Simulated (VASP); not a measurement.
Input of a VASP 6.6.1 run:

File INCAR:

```
ALGO = Normal
EDIFF = 1E-6
ENCUT = 520
ISIF = 2
ISMEAR = 0
LASPH = T
LCHARG = F
LREAL = F
LWAVE = F
NBANDS = 15
NELM = 60
PREC = Accurate
SIGMA = 0.05
```

File KPOINTS:

```
k-points
0
Gamma
  8 8 8
```

Contents of POSCAR:

```
KF
1.0
    3.2589550000      0.0000000000      0.0000000000
    0.0000000000      3.2589550000      0.0000000000
    0.0000000000      0.0000000000      3.2100706750
K F
1 1
Direct
    0.0000000000      0.0000000000      0.0000000000
    0.5000000000      0.5000000000      0.5000000000
```

Potentials or basis: VASP PAW LDA potentials, release 64 (K_sv, F).

Launch:

```sh
$ cat potpaw_LDA.64/K_sv/POTCAR potpaw_LDA.64/F/POTCAR > POTCAR
$ mpirun -np 1 vasp_std > vasp.out
```

(1) What does it give for the band gap on the k mesh?

(2) Predict the pressure.

Results:

(1) 5.98 eV, indirect (least direct gap 6.03 eV).

(2) -5.3 GPa.

Caveat: the cell differs from its parent crystal (strain +0.000 along x and y, -0.015 along z).
